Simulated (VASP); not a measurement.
Write the native input for VASP 6.6.1 that does the following.

| Property | Result |
| --- | --- |
| Task | single point |
| Functional | PBEsol |
| Potentials or basis | VASP PAW PBE potentials, release 64 (Al, Ga_d, N) |
| Cutoff | 520 eV |
| k mesh | 4 × 4 × 4 |
| Occupations | gaussian, width 0.05 eV |
| Spin | no spin polarisation |
| Dipole correction | no |
| Further INCAR settings | LREAL = Auto; ALGO = Normal; EDIFF = 1e-06; NBANDS = 54 |

The structure of Al5Ga2N8 (a cell with a defect) lies in POSCAR:

```
Al5Ga2N8
1.0
   -4.4069948372      4.4069948372      0.0000000000
    0.0000000000      4.4069948372     -4.4069948372
   -4.4069948372      0.0000000000     -4.4069948372
Al Ga N
5 2 8
Direct
    0.4965752672      0.0034247328     -0.0034247328
    0.2568494495      0.4931505505      0.2568494495
   -0.0034247167      0.0034247167      0.4965752833
    0.4999999839      0.0068494495      0.5000000161
    0.0000000161      0.4931505505     -0.0000000161
    0.4999999683      0.5029373683      0.5000000317
    0.0000000317     -0.0029373683     -0.0000000317
    0.6261377544      0.1230480885      0.6261377338
    0.1175424913      0.6215405352      0.1175425586
    0.6175425586      0.6433744148      0.6175424913
    0.1261377338      0.1246764233      0.1261377544
    0.1222942775      0.6354867470      0.6340254159
    0.6222943462      0.1081934988      0.1340254223
    0.6340254223      0.6354867327      0.1222943462
    0.1340254159      0.1081935597      0.6222942775
```

These files were run (other wordings do the same):

INCAR

```
SYSTEM = Al5Ga2N8
ALGO     = Normal         ! electronic algorithm
EDIFF    = 1E-6           ! SCF threshold, eV
ENCUT    = 520            ! plane-wave cutoff, eV
GGA      = PS             ! functional
ISIF     = 2              ! what is computed and relaxed
ISMEAR   = 0              ! smearing method
LASPH    = .True.         ! aspherical terms in the spheres
LCHARG   = .True.         ! write CHGCAR
LELF     = .True.         ! ELF
LREAL    = Auto         
LVHAR    = .True.       
LWAVE    = .False.        ! write WAVECAR
NBANDS   = 54             ! bands
NELM     = 80             ! most SCF steps
PREC     = Accurate       ! precision mode
SIGMA    = 0.05           ! smearing width, eV
```

KPOINTS

```
k-points
0
Gamma
  4 4 4
  0 0 0
```

Potentials or basis: VASP PAW PBE potentials, release 64 (Al, Ga_d, N).

Launch:

```console
$ cat potpaw_PBE.64/Al/POTCAR potpaw_PBE.64/Ga_d/POTCAR potpaw_PBE.64/N/POTCAR > POTCAR
$ mpirun -np 1 vasp_std > vasp.out
```

Results of the run:

The pressure is 19.0 GPa and the largest force is 51.126 eV/Å. The band gap on the k mesh is zero (an odd number of electrons rules out a gap without spin polarisation).

Caveat: atoms lie so close that the PAW spheres overlap strongly, which falsifies energies and pressures; the PAW data sets were made with another functional, which shifts forces and pressure a little.

Wall time 8.8 min on 1 thread of AMD EPYC 9R45 (Zen 5) (shared host), peak memory 0.34 GiB.
